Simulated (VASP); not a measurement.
# Tl (P6_3/mmc) in VASP: further runs

Runs on Tl. Level: PBE. Tasks: relaxation of shape and atoms at fixed volume.

All numbers are computed with VASP 6.6.1; they aren't measurements. Logs are shortened: lines on timing, memory, paths and dates and some standing lists are left out, and cuts for length are marked.

## 1. The cell of the first run

It takes space group P6_3/mmc (No. 194, hexagonal). Conventional cell: a = 2.849 Å, b = 2.849 Å, c = 4.477 Å, α = 90.00°, β = 90.00°, γ = 120.00°. Tl (site symmetry -6m2) has 12 Tl at 2.78 to 2.85 Å within 3.7 Å.

## 2. Relaxation of shape and atoms at fixed volume, PBE

INCAR

```
ALGO = Normal ; EDIFF = 1E-6
EDIFFG = -0.005 ; ENCUT = 600
GGA = PE ; IBRION = 2
ISIF = 4 ; ISMEAR = -1
LASPH = True ; LCHARG = False
LREAL = False ; LWAVE = False
NELM = 80 ; NSW = 50
PREC = Accurate ; SIGMA = 0.1
```

KPOINTS

```
k-points
0
Gamma
  14 14 8
```

POSCAR

```
Tl
1.0
    2.8492837211      0.0000000000      0.0000000000
   -1.4246418606      2.4675520851      0.0000000000
    0.0000000000      0.0000000000      4.4774778346
Tl
2
Direct
    0.3333333333      0.6666666667      0.2500000000
    0.6666666667      0.3333333333      0.7500000000
```

Potentials or basis: VASP PAW PBE potentials, release 64 (Tl_d).

Command:

```bash
cat potpaw_PBE.64/Tl_d/POTCAR > POTCAR
mpirun -np 1 vasp_std > vasp.out
```

OUTCAR:

```text
EDIFF = 1E-6
   EDIFFG = -0.005
   ENCUT = 600
   GGA = PE
   IBRION = 2
   ISIF = 4
   ISMEAR = -1
   LASPH = True
   LREAL = False
   NELM = 80
   NSW = 50
   PREC = Accurate

 ion  position               nearest neighbor table
   1  0.333  0.667  0.250-   2 2.78   2 2.78   2 2.78   2 2.78   2 2.78   2 2.78   2 3.98   2 3.98
                             2 3.98   2 3.98   2 3.98   2 3.98
   2  0.667  0.333  0.750-   1 2.78   1 2.78   1 2.78   1 2.78   1 2.78   1 2.78   1 3.98   1 3.98
                             1 3.98   1 3.98   1 3.98   1 3.98

  LATTYP: Found a hexagonal cell.
 ALAT       =     2.8492837211
 C/A-ratio  =     1.5714397978

  Lattice vectors:

 A1 = (   2.8492837211,   0.0000000000,   0.0000000000)
 A2 = (  -1.4246418606,   2.4675520851,   0.0000000000)
 A3 = (   0.0000000000,   0.0000000000,   4.4774778346)

Analysis of symmetry for initial positions (statically):
=====================================================================
 Subroutine PRICEL returns:
 Original cell was already a primitive cell.

 Routine SETGRP: Setting up the symmetry group for a
 hexagonal supercell.

 Subroutine GETGRP returns: Found 24 space group operations
 (whereof 12 operations were pure point group operations)
 out of a pool of 24 trial point group operations.

The static configuration has the point symmetry D_3d.
 The point group associated with its full space group is D_6h.

Analysis of symmetry for dynamics (positions and initial velocities):
=====================================================================
 Subroutine PRICEL returns:
 Original cell was already a primitive cell.

 Routine SETGRP: Setting up the symmetry group for a
 hexagonal supercell.

 Subroutine GETGRP returns: Found 24 space group operations
 (whereof 12 operations were pure point group operations)
 out of a pool of 24 trial point group operations.

The dynamic configuration has the point symmetry D_3d.
 The point group associated with its full space group is D_6h.

 Subroutine INISYM returns: Found 24 space group operations
 (whereof 12 operations are pure point group operations),
 and found     1 'primitive' translations

----------------------------------------------------------------------------------------

                                     Primitive cell

  volume of cell :      31.4801

  direct lattice vectors                    reciprocal lattice vectors
     2.849283721  0.000000000  0.000000000     0.350965400  0.202629968  0.000000000
    -1.424641861  2.467552085  0.000000000     0.000000000  0.405259936  0.000000000
     0.000000000  0.000000000  4.477477835     0.000000000  0.000000000  0.223340022

  length of vectors
     2.849283721  2.849283721  4.477477835     0.405259936  0.405259936  0.223340022

  position of ions in fractional coordinates (direct lattice)
     0.333333333  0.666666667  0.250000000
     0.666666667  0.333333333  0.750000000

  ion indices of the primitive-cell ions
   primitive index   ion index
                 1           1
                 2           2

----------------------------------------------------------------------------------------

 KPOINTS: k-points

Automatic generation of k-mesh.
 Grid dimensions read from file:
 generate k-points for:   14   14    8

 Generating k-lattice:

  Cartesian coordinates                     Fractional coordinates (reciprocal lattice)
     0.025068957  0.014473569  0.000000000     0.071428571 -0.000000000  0.000000000
     0.000000000  0.028947138  0.000000000     0.000000000  0.071428571  0.000000000
     0.000000000  0.000000000  0.027917503     0.000000000  0.000000000  0.125000000

  Length of vectors
     0.028947138  0.028947138  0.027917503

  Shift w.r.t. Gamma in fractional coordinates (k-lattice)
     0.000000000  0.000000000  0.000000000

 Subroutine IBZKPT returns following result:
 ===========================================

 Found    120 irreducible k-points:

 Following reciprocal coordinates:
            Coordinates               Weight
  0.000000  0.000000  0.000000      1.000000
  0.071429  0.000000  0.000000      6.000000
  0.142857  0.000000  0.000000      6.000000
  0.214286  0.000000  0.000000      6.000000
  0.285714  0.000000  0.000000      6.000000
  0.357143  0.000000  0.000000      6.000000
[... 16 lines left out ...]
  0.285714  0.285714  0.000000      6.000000
  0.357143  0.285714  0.000000      6.000000
 [... further k-points ...]
   k-points           NKPTS =    120   k-points in BZ     NKDIM =    120   number of bands    NBANDS=     17
   number of dos      NEDOS =    301   number of ions     NIONS =      2
   total plane-waves  NPLWV =  20736
   dimension x,y,z NGX =    24 NGY =   24 NGZ =   36
   dimension x,y,z NGXF=    48 NGYF=   48 NGZF=   72
   ions per type =               2
   NGX,Y,Z   is equivalent  to a cutoff of  14.00, 14.00, 13.37 a.u.
   NGXF,Y,Z  is equivalent  to a cutoff of  28.01, 28.01, 26.73 a.u.
 SYSTEM =  unknown system
   PREC   = accura    normal or accurate (medium, high low for compatibility)
   ISTART =      0    job   : 0-new  1-cont  2-samecut
   ICHARG =      2    charge: 1-file 2-atom 10-const
   ISPIN  =      1    spin polarized calculation?
   LNONCOLLINEAR =      F non collinear calculations
   LSORBIT =      F    spin-orbit coupling
   LASPH  =      T    aspherical Exc in radial PAW
   ENCUT  =  600.0 eV  44.10 Ry    6.64 a.u.   5.69  5.69  8.94*2*pi/ulx,y,z
   NELM   =     80;   NELMIN=  2; NELMDL= -5     # of ELM steps
   EDIFF  = 0.1E-05   stopping-criterion for ELM
   LREAL  =      F    real-space projection
   EDIFFG = -.5E-02   stopping-criterion for IOM
   NSW    =     50    number of steps for IOM
   IBRION =      2    ionic relax: 0-MD 1-quasi-New 2-CG
   NFREE  =      1    steps in history (QN), initial steepest desc. (CG)
   ISIF   =      4    stress and relaxation
   ISYM   =      2    0-nonsym 1-usesym 2-fastsym
   POTIM  = 0.5000    time-step for ionic-motion
   TEBEG  =    0.0;   TEEND  =   0.0 temperature during run
   PSTRESS=    0.0 pullay stress
   NELECT =      26.0000    total number of electrons
   NUPDOWN=      -1.0000    fix difference up-down
   EMIN   =  10.00;   EMAX   =-10.00  energy-range for DOS
   EFERMI =   0.00;   METHOD = LEGACY
   ISMEAR =    -1;   SIGMA  =   0.10  broadening in eV -4-tet -1-fermi 0-gaus
   EFERMI_NEDOS =   21; number of points for ismear=-14 and -15
   IALGO  =     38    algorithm
   IMIX   =      4    mixing-type and parameters
     AMIX     =   0.40;   BMIX     =  1.00
     AMIX_MAG =   1.60;   BMIX_MAG =  1.00
  volume/ion in A,a.u.               =      15.74       106.22
  Fermi-wavevector in a.u.,A,eV,Ry     =   1.535987  2.902594 32.099615  2.359255
  Thomas-Fermi vector in A             =   2.642699
   LORBIT       =      0    0 simple, 1 ext, 2 COOP (PROOUT), +10 PAW based schemes
   GGA     = PE    functional components
   LHFCALC =     F    Hartree Fock is set to
   AEXX    =    0.0000 exact exchange contribution
   IVDW    =     0    specifies the selected vdW correction
   LEPSILON=     F    determine dielectric tensor
   LRPA    =     F    only Hartree local field effects (RPA)
 conjugate gradient relaxation of ions
 non-spin polarized calculation
  energy-cutoff  :      600.00
  volume of cell :       31.48
 maximum number of plane-waves:      1085
 NGX is ok and might be reduce to    24
   NGX = 11   NGY = 11   NGZ = 17

--------------------------------------- Ionic step        1  -------------------------------------------

 number of electron      26.0000004 magnetization

 Free energy of the ion-electron system (eV)
  ---------------------------------------------------
  ext. energy  EPLUGINS =         0.00000000
  ---------------------------------------------------
  free energy    TOTEN  =         1.28007006 eV

  energy without entropy =        1.29826500  energy(sigma->0) =        1.28916753

------------------------ aborting loop because EDIFF is reached ----------------------------------------

  FORCE on cell =-STRESS in cart. coord.  units (eV):
  Direction    XX          YY          ZZ          XY          YZ          ZX
  --------------------------------------------------------------------------------------
  -------------------------------------------------------------------------------------
  Total       23.2870747     23.2870747     25.0786342     -0.0000000      0.0000000     -0.0000000
  in kB     1185.1956489   1185.1956490   1276.3770693     -0.0000000      0.0000000     -0.0000000
  external PRESSURE =    1215.5894557 kB  Pullay stress =       0.0000000 kB
[... 57 lines left out ...]
  energy  without entropy=        1.2741779491  energy(sigma->0) =        1.26361971

--------------------------------------- Ionic step        3  -------------------------------------------

 number of electron      25.9999994 magnetization

 Free energy of the ion-electron system (eV)
  ---------------------------------------------------
  ext. energy  EPLUGINS =         0.00000000
  ---------------------------------------------------
  free energy    TOTEN  =         1.25296414 eV

  energy without entropy =        1.27401197  energy(sigma->0) =        1.26348806

 E-fermi :  16.0071     XC(G=0): -13.5366

 val. band max:       16.0006192190   @ k =   0.2857   0.0714   0.2500
 cond. band min:      16.0577628109   @ k =   0.2857   0.0714   0.0000
 fundamental gap:      0.0571435919
 Fermi energy:        16.0070665704

 k-point     1 :       0.0000    0.0000    0.0000
  band No.  band energies     occupation
      1      -0.4183      2.00000
      2       0.3441      2.00000
      3       1.8351      2.00000
      4       1.9872      2.00000
      5       1.9872      2.00000
      6       2.2174      2.00000
[... 9 lines left out ...]
     16      28.0885      0.00000
     17      28.5857      0.00000
[... 443 lines left out ...]
      1       0.8552      2.00000
      2       1.4112      2.00000
      3       1.5222      2.00000
      4       1.9686      2.00000
      5       2.1194      2.00000
      6       2.1286      2.00000
[... 9 lines left out ...]
     16      19.4369      0.00000
     17      20.7662      0.00000

 [... further k-points ...]

------------------------ aborting loop because EDIFF is reached ----------------------------------------

  FORCE on cell =-STRESS in cart. coord.  units (eV):
  Direction    XX          YY          ZZ          XY          YZ          ZX
  --------------------------------------------------------------------------------------
  -------------------------------------------------------------------------------------
  Total       23.8436538     23.8436538     23.8466205     -0.0000000      0.0000000     -0.0000000
  in kB     1213.5227411   1213.5227412   1213.6737325     -0.0000001      0.0000000     -0.0000000
  external PRESSURE =    1213.5730716 kB  Pullay stress =       0.0000000 kB
[... 17 lines left out ...]
  FREE ENERGIE OF THE ION-ELECTRON SYSTEM (eV)
  ---------------------------------------------------
  free  energy   TOTEN  =         1.2529641374 eV

  energy  without entropy=        1.2740119730  energy(sigma->0) =        1.26348806

 reached required accuracy - stopping structural energy minimisation
```

Run time: 2.2 min. Hardware: 1 thread of Intel Xeon 8259CL, shared host; peak memory 0.2 GiB.

Results:

| Property | Result |
| --- | --- |
| Free energy | 1.2530 eV |
| Energy gained by relaxing | 13.6 meV/atom |
| Ionic steps | 3 |
| Pressure after relaxing | 121.4 GPa |
| Band gap on the k mesh | zero (bands 13 and 14 overlap by 9.12 eV) |

Step by step:
```
step  energy change (eV)  largest force (eV/Å)  pressure (GPa)  volume (Å³)
   1              0.0000                0.0000          121.56        31.48
   2             -0.0270                0.0000          121.34        31.48
   3             -0.0271                0.0000          121.36        31.48
```

Final structure:
```
Tl
1.0
     2.80637    0.00000    0.00000
    -1.40319    2.43039    0.00000
     0.00000    0.00000    4.61545
Tl
2
Direct
  0.33333 0.66667 0.25000
  0.66667 0.33333 0.75000
```

Caveat: spin-orbit coupling is left out, which moves the levels of the heavy elements.

(Part 1 of 2 ends here.)

The gap in the log of VASP goes by the Fermi energy; the results here count the filled bands.